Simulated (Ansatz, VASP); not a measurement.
**One calculation of HfC, two programs**

```xyz
2
Lattice="0.0000 2.2553 2.3250 2.2553 0.0000 2.3250 2.2553 2.2553 0.0000" Properties=species:S:1:pos:R:3 pbc="T T T"
Hf    2.2553    2.2553    2.3250
C     0.0000    0.0000    0.0000
```

Change from the starting cell: strain -0.0300 x Voigt [1, 1, 0, 0, 0, 0], atoms carried along.

Alike in both runs: task single point; functional PBEsol; k mesh 18 × 18 × 18; occupations gaussian, width 0.15 eV; no spin polarisation.

```csv
,VASP,Ansatz
version,VASP 6.6.1,Ansatz 0.2.0
potentials or method,"VASP PAW PBE potentials, release 64 (Hf_pv, C), cutoff 520 eV","scalar-relativistic, plane waves, PAW"
valence electrons in the cell,14,30
```

|  | VASP | Ansatz | Ansatz less VASP |
| --- | --- | --- | --- |
| gap on the k mesh at the Fermi level (eV) | none | none | - |
| pressure (GPa) | 9.1 | 9.2 | +0.11 |
| traceless stress, the component that is largest in VASP (GPa) | -9.99 | -9.79 | +0.196 |

VASP's potentials were made for PBE, not for PBEsol. A gap of «none» marks a metal or a gap that the smearing closes. VASP's potentials hold 14 valence electrons a cell and Ansatz's 30, so a difference there can come from the potentials and not from the codes.

Neither program's run includes spin-orbit coupling.
